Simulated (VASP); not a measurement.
# Ca (Fm-3m) in VASP: a series of runs

Ca is run at these levels: PBEsol; tasks: single point.

Everything below comes from runs of VASP 6.6.1. Logs are shortened: lines on timing, memory, paths and dates and some standing lists are left out, and cuts for length are marked.

**1. The cell of the first run**

The structure is cubic, space group Fm-3m (No. 225). Conventional cell: a = 4.181 Å, b = 4.181 Å, c = 4.181 Å, α = 90.00°, β = 90.00°, γ = 90.00°. Within 3.9 Å of Ca (site symmetry m-3m) lie 12 Ca at 2.96 Å.

**2. Single point, PBEsol (volume scaled by 0.45)**

Input file INCAR:

```
ALGO = Normal ; EDIFF = 1E-6
ENCUT = 520 ; GGA = PS
ISIF = 2 ; ISMEAR = -1
LASPH = True ; LCHARG = True
LELF = True ; LREAL = False
LVHAR = True ; LWAVE = False
NBANDS = 11 ; NELM = 60
PREC = Accurate ; SIGMA = 0.05
```

Input file KPOINTS:

```
k-points
0
Gamma
  13 13 13
```

Input file POSCAR:

```
Ca
1.0
    0.0000000000      2.0904841564      2.0904841564
    2.0904841564      0.0000000000      2.0904841564
    2.0904841564      2.0904841564      0.0000000000
Ca
1
Direct
    0.0000000000      0.0000000000      0.0000000000
```

Potentials or basis: VASP PAW PBE potentials, release 64 (Ca_sv).

On the command line:

```console
> cat potpaw_PBE.64/Ca_sv/POTCAR > POTCAR
> mpirun -np 1 vasp_std > vasp.out
```

OUTCAR:

```text
EDIFF = 1E-6
   ENCUT = 520
   GGA = PS
   ISIF = 2
   ISMEAR = -1
   LASPH = True
   LREAL = False
   NELM = 60
   PREC = Accurate

 ion  position               nearest neighbor table
   1  0.000  0.000  0.000-

  LATTYP: Found a face centered cubic cell.
 ALAT       =     4.1809683128

  Lattice vectors:

 A1 = (   0.0000000000,   2.0904841564,   2.0904841564)
 A2 = (   2.0904841564,   0.0000000000,   2.0904841564)
 A3 = (   2.0904841564,   2.0904841564,   0.0000000000)

Analysis of symmetry for initial positions (statically):
=====================================================================
 Subroutine PRICEL returns:
 Original cell was already a primitive cell.

 Routine SETGRP: Setting up the symmetry group for a
 face centered cubic supercell.

 Subroutine GETGRP returns: Found 48 space group operations
[... 9 lines left out ...]

 Routine SETGRP: Setting up the symmetry group for a
 face centered cubic supercell.

 Subroutine GETGRP returns: Found 48 space group operations
[... 11 lines left out ...]
                                     Primitive cell

  volume of cell :      18.2714

  direct lattice vectors                    reciprocal lattice vectors
     0.000000000  2.090484156  2.090484156    -0.239179043  0.239179043  0.239179043
     2.090484156  0.000000000  2.090484156     0.239179043 -0.239179043  0.239179043
     2.090484156  2.090484156  0.000000000     0.239179043  0.239179043 -0.239179043

  length of vectors
     2.956391046  2.956391046  2.956391046     0.414270255  0.414270255  0.414270255

  position of ions in fractional coordinates (direct lattice)
     0.000000000  0.000000000  0.000000000

  ion indices of the primitive-cell ions
   primitive index   ion index
                 1           1

----------------------------------------------------------------------------------------

 KPOINTS: k-points

Automatic generation of k-mesh.
 Grid dimensions read from file:
 generate k-points for:   13   13   13

 Generating k-lattice:

  Cartesian coordinates                     Fractional coordinates (reciprocal lattice)
    -0.018398388  0.018398388  0.018398388     0.076923077  0.000000000  0.000000000
     0.018398388 -0.018398388  0.018398388     0.000000000  0.076923077  0.000000000
     0.018398388  0.018398388 -0.018398388     0.000000000  0.000000000  0.076923077

  Length of vectors
     0.031866943  0.031866943  0.031866943

  Shift w.r.t. Gamma in fractional coordinates (k-lattice)
     0.000000000  0.000000000  0.000000000

 Subroutine IBZKPT returns following result:
 ===========================================

 Found     84 irreducible k-points:

 Following reciprocal coordinates:
            Coordinates               Weight
  0.000000  0.000000  0.000000      1.000000
  0.076923  0.000000  0.000000      8.000000
  0.153846  0.000000  0.000000      8.000000
  0.230769  0.000000  0.000000      8.000000
  0.307692  0.000000  0.000000      8.000000
  0.384615  0.000000  0.000000      8.000000
[... 16 lines left out ...]
  0.384615  0.153846  0.000000     24.000000
  0.461538  0.153846  0.000000     24.000000
 [... further k-points ...]
   k-points           NKPTS =     84   k-points in BZ     NKDIM =     84   number of bands    NBANDS=     11
   number of dos      NEDOS =    301   number of ions     NIONS =      1
   total plane-waves  NPLWV =  13824
   dimension x,y,z NGX =    24 NGY =   24 NGZ =   24
   dimension x,y,z NGXF=    48 NGYF=   48 NGZF=   48
   ions per type =               1
   NGX,Y,Z   is equivalent  to a cutoff of  13.50, 13.50, 13.50 a.u.
   NGXF,Y,Z  is equivalent  to a cutoff of  26.99, 26.99, 26.99 a.u.
 SYSTEM =  unknown system
   PREC   = accura    normal or accurate (medium, high low for compatibility)
   ISTART =      0    job   : 0-new  1-cont  2-samecut
   ICHARG =      2    charge: 1-file 2-atom 10-const
   ISPIN  =      1    spin polarized calculation?
   LNONCOLLINEAR =      F non collinear calculations
   LSORBIT =      F    spin-orbit coupling
   LASPH  =      T    aspherical Exc in radial PAW
   ENCUT  =  520.0 eV  38.22 Ry    6.18 a.u.   5.50  5.50  5.50*2*pi/ulx,y,z
   NELM   =     60;   NELMIN=  2; NELMDL= -5     # of ELM steps
   EDIFF  = 0.1E-05   stopping-criterion for ELM
   LREAL  =      F    real-space projection
   EDIFFG = 0.1E-04   stopping-criterion for IOM
   NSW    =      0    number of steps for IOM
   IBRION =     -1    ionic relax: 0-MD 1-quasi-New 2-CG
   NFREE  =      0    steps in history (QN), initial steepest desc. (CG)
   ISIF   =      2    stress and relaxation
   ISYM   =      2    0-nonsym 1-usesym 2-fastsym
   POTIM  = 0.5000    time-step for ionic-motion
   TEBEG  =    0.0;   TEEND  =   0.0 temperature during run
   PSTRESS=    0.0 pullay stress
   NELECT =      10.0000    total number of electrons
   NUPDOWN=      -1.0000    fix difference up-down
   EMIN   =  10.00;   EMAX   =-10.00  energy-range for DOS
   EFERMI =   0.00;   METHOD = LEGACY
   ISMEAR =    -1;   SIGMA  =   0.05  broadening in eV -4-tet -1-fermi 0-gaus
   EFERMI_NEDOS =   21; number of points for ismear=-14 and -15
   IALGO  =     38    algorithm
   IMIX   =      4    mixing-type and parameters
     AMIX     =   0.40;   BMIX     =  1.00
     AMIX_MAG =   1.60;   BMIX_MAG =  1.00
  volume/ion in A,a.u.               =      18.27       123.30
  Fermi-wavevector in a.u.,A,eV,Ry     =   1.339115  2.530561 24.398370  1.793230
  Thomas-Fermi vector in A             =   2.467532
   LORBIT       =      0    0 simple, 1 ext, 2 COOP (PROOUT), +10 PAW based schemes
   GGA     = PS    functional components
   LHFCALC =     F    Hartree Fock is set to
   AEXX    =    0.0000 exact exchange contribution
   IVDW    =     0    specifies the selected vdW correction
   LEPSILON=     F    determine dielectric tensor
   LRPA    =     F    only Hartree local field effects (RPA)
 non-spin polarized calculation
  energy-cutoff  :      520.00
  volume of cell :       18.27
 maximum number of plane-waves:       531
 NGX is ok and might be reduce to    24
   NGX = 11   NGY = 11   NGZ = 11

 number of electron      10.0000001 magnetization

 Free energy of the ion-electron system (eV)
  ---------------------------------------------------
  ext. energy  EPLUGINS =         0.00000000
  ---------------------------------------------------
  free energy    TOTEN  =        -0.26424197 eV

  energy without entropy =       -0.25659522  energy(sigma->0) =       -0.26041859

 E-fermi :   6.3001     XC(G=0): -11.0333

 val. band max:        6.2517161481   @ k =  -0.3077   0.2308   0.0000
 cond. band min:       6.3171774973   @ k =  -0.3846   0.2308   0.0000
 fundamental gap:      0.0654613492
 Fermi energy:         6.3001231390

 k-point     1 :       0.0000    0.0000    0.0000
  band No.  band energies     occupation
      1     -34.2155      2.00000
      2     -14.2971      2.00000
      3     -14.2971      2.00000
      4     -14.2971      2.00000
      5       1.7862      2.00000
      6       9.5967      0.00000
      7       9.5967      0.00000
      8       9.5967      0.00000
      9      12.2715      0.00000
     10      12.2715      0.00000
     11      19.9677      0.00000

 k-point     2 :       0.0769    0.0000    0.0000
  band No.  band energies     occupation
      1     -34.1918      2.00000
      2     -14.4222      2.00000
      3     -14.3102      2.00000
      4     -14.3102      2.00000
      5       2.0211      2.00000
      6       9.3689      0.00000
      7       9.6957      0.00000
      8       9.6957      0.00000
      9      12.1671      0.00000
     10      12.1671      0.00000
     11      20.4096      0.00000

 k-point     3 :       0.1538    0.0000    0.0000
  band No.  band energies     occupation
      1     -34.1254      2.00000
      2     -14.7584      2.00000
      3     -14.3464      2.00000
      4     -14.3464      2.00000
      5       2.6647      2.00000
      6       8.8447      0.00000
      7       9.9049      0.00000
      8       9.9049      0.00000
      9      11.9974      0.00000
     10      11.9974      0.00000
     11      21.3143      0.00000

 k-point     4 :       0.2308    0.0000    0.0000
  band No.  band energies     occupation
      1     -34.0301      2.00000
      2     -15.2095      2.00000
      3     -14.3967      2.00000
      4     -14.3967      2.00000
      5       3.5367      2.00000
      6       8.3412      0.00000
      7       9.9554      0.00000
      8       9.9554      0.00000
      9      12.1328      0.00000
     10      12.1328      0.00000
     11      20.3397      0.00000

 k-point     5 :       0.3077    0.0000    0.0000
  band No.  band energies     occupation
      1     -33.9266      2.00000
      2     -15.6643      2.00000
      3     -14.4494      2.00000
      4     -14.4494      2.00000
      5       4.3344      2.00000
      6       8.1661      0.00000
      7       9.7382      0.00000
      8       9.7382      0.00000
      9      12.7214      0.00000
     10      12.7214      0.00000
     11      19.3005      0.00000

 k-point     6 :       0.3846    0.0000    0.0000
  band No.  band energies     occupation
      1     -33.8389      2.00000
      2     -16.0256      2.00000
      3     -14.4924      2.00000
      4     -14.4924      2.00000
      5       4.7642      2.00000
      6       8.4593      0.00000
      7       9.4704      0.00000
      8       9.4704      0.00000
      9      13.4629      0.00000
     10      13.4629      0.00000
     11      18.7457      0.00000

 k-point     7 :       0.4615    0.0000    0.0000
  band No.  band energies     occupation
      1     -33.7885      2.00000
      2     -16.2242      2.00000
      3     -14.5164      2.00000
      4     -14.5164      2.00000
      5       4.8793      2.00000
      6       8.8627      0.00000
      7       9.3083      0.00000
      8       9.3083      0.00000
      9      13.9818      0.00000
     10      13.9818      0.00000
     11      18.7829      0.00000

 k-point     8 :       0.0769    0.0769    0.0000
  band No.  band energies     occupation
      1     -34.1839      2.00000
      2     -14.4209      2.00000
      3     -14.3359      2.00000
      4     -14.3359      2.00000
      5       2.0984      2.00000
      6       9.2429      0.00000
      7       9.7634      0.00000
      8       9.7634      0.00000
      9      11.8851      0.00000
     10      12.3605      0.00000
     11      20.5612      0.00000
[... 141 lines left out ...]
 k-point    19 :      -0.0769    0.0769    0.0000
  band No.  band energies     occupation
      1     -34.1539      2.00000
      2     -14.5902      2.00000
      3     -14.3768      2.00000
      4     -14.3123      2.00000
      5       2.3929      2.00000
      6       9.0296      0.00000
      7       9.8472      0.00000
      8       9.8477      0.00000
      9      11.7937      0.00000
     10      12.2700      0.00000
     11      21.0663      0.00000

 k-point    20 :       0.1538    0.1538    0.0000
  band No.  band energies     occupation
      1     -34.0957      2.00000
      2     -14.7465      2.00000
      3     -14.4422      2.00000
      4     -14.4422      2.00000
      5       2.9399      2.00000
      6       8.4085      0.00000
      7      10.2568      0.00000
      8      10.2568      0.00000
      9      10.9066      0.00000
     10      12.6144      0.00000
     11      22.0620      0.00000

 k-point    21 :       0.2308    0.1538    0.0000
  band No.  band energies     occupation
      1     -34.0244      2.00000
      2     -15.0351      2.00000
      3     -14.5098      2.00000
      4     -14.4973      2.00000
      5       3.5899      2.00000
      6       7.9403      0.00000
      7      10.0209      0.00000
      8      10.5420      0.00000
      9      11.0166      0.00000
     10      12.8027      0.00000
     11      22.1689      0.00000

 k-point    22 :       0.3077    0.1538    0.0000
  band No.  band energies     occupation
      1     -33.9332      2.00000
      2     -15.4079      2.00000
      3     -14.5703      2.00000
      4     -14.5667      2.00000
      5       4.3916      2.00000
      6       7.5985      0.00000
      7       9.3645      0.00000
      8      10.5805      0.00000
      9      11.8635      0.00000
     10      13.2095      0.00000
     11      21.0316      0.00000

 k-point    23 :       0.3846    0.1538    0.0000
  band No.  band energies     occupation
      1     -33.8424      2.00000
      2     -15.7561      2.00000
      3     -14.6569      2.00000
      4     -14.6102      2.00000
      5       5.0840      2.00000
      6       7.5085      0.00000
      7       8.9230      0.00000
      8      10.3759      0.00000
      9      12.9319      0.00000
     10      13.7758      0.00000
     11      19.9572      0.00000

 k-point    24 :       0.4615    0.1538    0.0000
  band No.  band energies     occupation
      1     -33.7734      2.00000
      2     -16.0043      2.00000
      3     -14.7489      2.00000
      4     -14.6210      2.00000
      5       5.4610      2.00000
      6       7.5463      0.00000
      7       8.9249      0.00000
      8      10.1208      0.00000
      9      14.0353      0.00000
     10      14.1307      0.00000
     11      18.9869      0.00000

 [... further k-points ...]
[... 5 lines left out ...]
  --------------------------------------------------------------------------------------
  -------------------------------------------------------------------------------------
  Total        4.9677514      4.9677514      4.9677514      0.0000000     -0.0000000      0.0000000
  in kB      435.6119642    435.6119642    435.6119642      0.0000000     -0.0000000      0.0000000
  external PRESSURE =     435.6119642 kB  Pullay stress =       0.0000000 kB

 VOLUME and BASIS-vectors are now :
 -----------------------------------------------------------------------------
  energy-cutoff  :      520.00
  volume of cell :       18.27
      direct lattice vectors                 reciprocal lattice vectors
     0.000000000  2.090484156  2.090484156    -0.239179043  0.239179043  0.239179043
     2.090484156  0.000000000  2.090484156     0.239179043 -0.239179043  0.239179043
     2.090484156  2.090484156  0.000000000     0.239179043  0.239179043 -0.239179043

 POSITION                                       TOTAL-FORCE (eV/Angst)
 -----------------------------------------------------------------------------------
      0.00000      0.00000      0.00000         0.000000      0.000000     -0.000000
 -----------------------------------------------------------------------------------
    total drift:                                0.000000      0.000000     -0.000000

  FREE ENERGIE OF THE ION-ELECTRON SYSTEM (eV)
  ---------------------------------------------------
  free  energy   TOTEN  =        -0.2642419690 eV

  energy  without entropy=       -0.2565952185  energy(sigma->0) =       -0.26041859
```

Wall time 8.2 s (1 thread of Intel Xeon Platinum 8488C (Sapphire Rapids), shared host); peak memory 0.15 GiB.

Results:

- Free energy: -0.2642 eV
- Pressure: 43.6 GPa
- Band gap on the k mesh: zero (band 5 reaches 6.67 eV, above the bottom of band 6 at 5.74 eV)

Levels at points of the mesh, in eV from the Fermi level:
```
           k point  band 3  band 4  band 5  band 6  band 7  band 8
(0.00, 0.00, 0.00)  -20.60  -20.60   -4.51    3.30    3.30    3.30
```

Caveat: the PAW data sets were made with another functional, which shifts forces and pressure a little.

**3. Single point, PBEsol (volume scaled by 0.55)**

Input file INCAR:

```
SYSTEM = Ca
ALGO = Normal
EDIFF = 1E-7
ENCUT = 520
GGA = PS
ISIF = 2
ISMEAR = -1
LASPH = .True.
LCHARG = .False.
LREAL = .False.
LWAVE = .False.
NBANDS = 11
NELM = 100
PREC = Accurate
SIGMA = 0.05
```

Input file KPOINTS:

```
k-points
0
Gamma
  13 13 13
  0 0 0
```

Input file POSCAR:

```
Ca
1.0
    0.0000000000      2.2350998993      2.2350998993
    2.2350998993      0.0000000000      2.2350998993
    2.2350998993      2.2350998993      0.0000000000
Ca
1
Direct
    0.0000000000      0.0000000000      0.0000000000
```

Potentials or basis: VASP PAW PBE potentials, release 64 (Ca_sv).

On the command line:

```console
> cat potpaw_PBE.64/Ca_sv/POTCAR > POTCAR
> mpirun -np 1 vasp_std > vasp.out
```

OUTCAR:

```text
SYSTEM = Ca
   EDIFF = 1E-7
   ENCUT = 520
   GGA = PS
   ISIF = 2
   ISMEAR = -1
   LASPH = .True.
   LREAL = .False.
   NELM = 100
   PREC = Accurate

 ion  position               nearest neighbor table
   1  0.000  0.000  0.000-

  LATTYP: Found a face centered cubic cell.
 ALAT       =     4.4701997986

  Lattice vectors:

 A1 = (   0.0000000000,   2.2350998993,   2.2350998993)
 A2 = (   2.2350998993,   0.0000000000,   2.2350998993)
 A3 = (   2.2350998993,   2.2350998993,   0.0000000000)

Analysis of symmetry for initial positions (statically):
[... 508 lines left out ...]
      6       5.8826      0.00000
      7       7.3467      0.00000
      8       8.5174      0.00000
      9      11.5792      0.00000
     10      11.7893      0.00000
     11      15.4605      0.00000

 [... further k-points ...]
[... 5 lines left out ...]
  --------------------------------------------------------------------------------------
  -------------------------------------------------------------------------------------
  Total        3.6388558      3.6388558      3.6388558      0.0000000      0.0000000     -0.0000000
  in kB      261.0685847    261.0685847    261.0685847      0.0000000      0.0000000     -0.0000000
  external PRESSURE =     261.0685847 kB  Pullay stress =       0.0000000 kB

 VOLUME and BASIS-vectors are now :
 -----------------------------------------------------------------------------
  energy-cutoff  :      520.00
  volume of cell :       22.33
      direct lattice vectors                 reciprocal lattice vectors
     0.000000000  2.235099899  2.235099899    -0.223703647  0.223703647  0.223703647
     2.235099899  0.000000000  2.235099899     0.223703647 -0.223703647  0.223703647
     2.235099899  2.235099899  0.000000000     0.223703647  0.223703647 -0.223703647

 POSITION                                       TOTAL-FORCE (eV/Angst)
 -----------------------------------------------------------------------------------
      0.00000      0.00000      0.00000         0.000000      0.000000      0.000000
 -----------------------------------------------------------------------------------
    total drift:                                0.000000      0.000000      0.000000

  FREE ENERGIE OF THE ION-ELECTRON SYSTEM (eV)
  ---------------------------------------------------
  free  energy   TOTEN  =        -1.1296121660 eV

  energy  without entropy=       -1.1213488294  energy(sigma->0) =       -1.12548050
```

stdout:

```text
POSCAR found type information on POSCAR Ca
 POSCAR found :  1 types and       1 ions
 scaLAPACK will be used
 -----------------------------------------------------------------------------
|                                                                             |
|                                                                             |
|     You enforced a specific xc type in the INCAR file but a different       |
|     I HOPE YOU KNOW WHAT YOU ARE DOING!                                     |
|                                                                             |
 -----------------------------------------------------------------------------

 LDA part: xc-table for (Slater+PW92), standard interpolation
 POSCAR, INCAR and KPOINTS ok, starting setup
 FFT: planning ... GRIDC
 FFT: planning ... GRID_SOFT
 FFT: planning ... GRID
 WAVECAR not read
 entering main loop
```

Wall time 9 s (1 thread of Intel Xeon Platinum 8488C (Sapphire Rapids), shared host); peak memory 0.15 GiB.

Results:

| Property | Result |
| --- | --- |
| Free energy | -1.1296 eV |
| Pressure | 26.1 GPa |
| Band gap on the k mesh | zero (band 5 reaches 5.01 eV, above the bottom of band 6 at 4.88 eV) |

Caveat: the PAW data sets were made with another functional, which shifts forces and pressure a little.

(Part 1 of 2 ends here.)
